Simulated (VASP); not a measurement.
Input of a VASP 6.6.1 run:

Contents of INCAR:

```
PREC = Accurate ; ENCUT = 600
EDIFF = 1E-6 ; ISMEAR = -1
SIGMA = 0.1 ; LREAL = False
LASPH = True ; NELM = 120
ALGO = Normal ; ISIF = 2
LWAVE = False ; LCHARG = True
GGA = PE ; LELF = True
LVHAR = True ; NBANDS = 22
GGA_COMPAT = False
```

Contents of KPOINTS:

```
regular mesh
0
Gamma
  8 8 8
```

File POSCAR:

```
CaIrN2
1.0
    1.6036530861      0.9258695396      4.8720866800
   -1.6036530861      0.9258695396      4.8720866800
    0.0000000000     -1.8517390793      4.8720866800
Ca Ir N
1 1 2
Direct
    0.0000000000      0.0000000000      0.0000000000
    0.5000000000      0.5000000000      0.5000000000
    0.7691190000      0.7691190000      0.7691190000
    0.2308810000      0.2308810000      0.2308810000
```

Potentials or basis: VASP PAW PBE potentials, release 64 (Ca_sv, Ir, N).

The run is started by

```console
$ cat potpaw_PBE.64/Ca_sv/POTCAR potpaw_PBE.64/Ir/POTCAR potpaw_PBE.64/N/POTCAR > POTCAR
$ mpirun -np 1 vasp_std > vasp.out
```

(1) Estimate the largest force.

(2) What does it give for the pressure?

(3) What does it give for the band gap on the k mesh?

Results:

(1) 0.596 eV/Å.

(2) 20.8 GPa.

(3) zero (an odd number of electrons rules out a gap without spin polarisation).

Caveat: the cell stands under pressure; spin-orbit coupling is left out, which moves the levels of the heavy elements.
